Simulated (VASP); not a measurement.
# Hf2N: single point with PBEsol

The system is Hf2N.

```
CELL_PARAMETERS angstrom
5.47905 0.00000 0.00000
0.00000 5.47905 0.00000
0.00000 0.00000 3.14294
ATOMIC_POSITIONS crystal
Hf 0.31488 0.31488 0.00000
Hf 0.68512 0.68512 0.00000
Hf 0.81488 0.18512 0.50000
Hf 0.18512 0.81488 0.50000
N 0.00000 0.00000 0.00000
N 0.50000 0.50000 0.50000
```

```yaml
Program: VASP 6.6.1
Task: single point
Functional: PBEsol
Potentials_or_basis: VASP PAW PBE potentials, release 64 (Hf_pv, N)
Cutoff: 520 eV
k_mesh: 1 × 1 × 2
Occupations: gaussian, width 0.1 eV
Spin: no spin polarisation
Dipole_correction: no
Further_INCAR_settings: ALGO = Normal; EDIFF = 1e-06; NBANDS = 34
```

```yaml
Pressure: -0.7 GPa
Largest_force: 0.042 eV/Å
Band_gap_on_the_k_mesh: zero (band 25 reaches 6.58 eV, above the bottom of band 26 at 4.28 eV)
```

Forces in eV/Å, atoms in the order of the input:
```
Hf   0.030  0.030  0.000
Hf  -0.030 -0.030  0.000
Hf   0.030 -0.030  0.000
Hf  -0.030  0.030  0.000
N    0.000  0.000  0.000
N    0.000  0.000  0.000
```

Stress tensor (GPa, compression positive):
```
-0.77  0.00  0.00
 0.00 -0.77  0.00
 0.00  0.00 -0.63
```

Levels at points of the mesh, in eV from the Fermi level:
| k point | band 22 | band 23 | band 24 | band 25 | band 26 | band 27 | band 28 | band 29 |
| --- | --- | --- | --- | --- | --- | --- | --- | --- |
| (0.00, 0.00, 0.00) | -2.48 | -1.32 | -0.30 | 0.31 | 0.31 | 0.61 | 0.71 | 1.26 |
| (0.00, 0.00, 0.50) | -2.27 | -2.09 | -2.09 | -1.99 | -1.99 | 1.67 | 1.67 | 3.50 |

It took 7.9 s on 1 thread of AMD EPYC 9R45 96-Core Processor (Zen 5), with other jobs on the host, peak memory 0.16 GiB.

Caveat: the k points lie up to 1.15 Å⁻¹ apart; the PAW data sets were made with another functional, which shifts forces and pressure a little; spin-orbit coupling is left out, which moves the levels of the heavy elements.
